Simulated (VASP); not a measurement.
Set up this calculation in VASP 6.6.1, as the native input.

```yaml
Task: single point
Functional: PBE
Potentials_or_basis: VASP PAW PBE potentials, release 64 (Ti_sv)
Cutoff: 520 eV
k_mesh: 20 × 20 × 20
Occupations: gaussian, width 0.15 eV
Spin: no spin polarisation
Dipole_correction: no
Further_INCAR_settings: ALGO = Fast; EDIFF = 1e-06; NBANDS = 12
```

The structure of Ti lies in POSCAR:

```
Ti
1.0
    0.0000000000      2.4915587307      1.5676887534
    2.4915587307      0.0000000000      1.5676887534
    2.4915587307      2.4915587307      0.0000000000
Ti
1
Direct
    0.0000000000      0.0000000000      0.0000000000
```

This cell differs from its parent crystal: volume 19.464 Å^3 an atom, c/a of the conventional cell 0.6292.

The input as run:

INCAR

```
SYSTEM = Ti
  PREC = Accurate
  ENCUT = 520
  EDIFF = 1E-6
  ISMEAR = 0
  SIGMA = 0.15
  LREAL = .FALSE.
  LASPH = .TRUE.
  NELM = 100
  ALGO = Fast
  ISIF = 2
  LWAVE = .FALSE.
  LCHARG = .FALSE.
  GGA = PE
  NBANDS = 12
```

KPOINTS

```
regular mesh
0
G
  20 20 20
  0 0 0
```

Potentials or basis: VASP PAW PBE potentials, release 64 (Ti_sv).

Launch:

```bash
$ cat potpaw_PBE.64/Ti_sv/POTCAR > POTCAR
$ mpirun -np 1 vasp_std > vasp.out
```

Results of the run:

* Pressure: -10.4 GPa
* Band gap on the k mesh: zero (band 6 reaches 7.76 eV, above the bottom of band 7 at 6.43 eV)

It took 2.8 min on 1 thread of AMD EPYC 9R45 96-Core Processor (Zen 5), on a shared host, peak memory 0.23 GiB.
